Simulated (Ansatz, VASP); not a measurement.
KCr: VASP beside Ansatz

```
CELL_PARAMETERS angstrom
4.24863 0.00000 0.00000
0.00000 4.24863 0.00000
0.00000 0.00000 4.24863
ATOMIC_POSITIONS crystal
K 0.00000 0.00000 0.00000
Cr 0.50000 0.50000 0.50000
```

Alike in both runs: functional PBE; k mesh 14 × 14 × 14; occupations gaussian, width 0.1 eV; collinear spin.

Ansatz relaxed the structure, and its values are those at the end. VASP's run is a single point on that final structure, the one shown.

```csv
,VASP,Ansatz
version,VASP 6.6.1,Ansatz 0.2.0
potentials or method,"VASP PAW PBE potentials, release 64 (K_sv, Cr_pv), cutoff 520 eV","scalar-relativistic, plane waves, PAW"
valence electrons in the cell,21,23
```

Ansatz gave:

```
gap on the k mesh at the Fermi level (eV)                     : none
pressure (GPa)                                                : 0.0
net moment per atom (μB)                                      : 2.60
size of the moment on the site where the two differ most (μB) : 4.70
```

Task: What did VASP give for the same quantities?

Result: gap on the k mesh at the Fermi level (eV): none; pressure (GPa): 0.0; net moment per atom (μB): 2.60; size of the moment on the site where the two differ most (μB): 4.25.

Site moments also hang on the region over which each program counts them. A gap of «none» marks a metal or a gap that the smearing closes. VASP's potentials hold 21 valence electrons a cell and Ansatz's 23, so a difference there can come from the potentials and not from the codes.
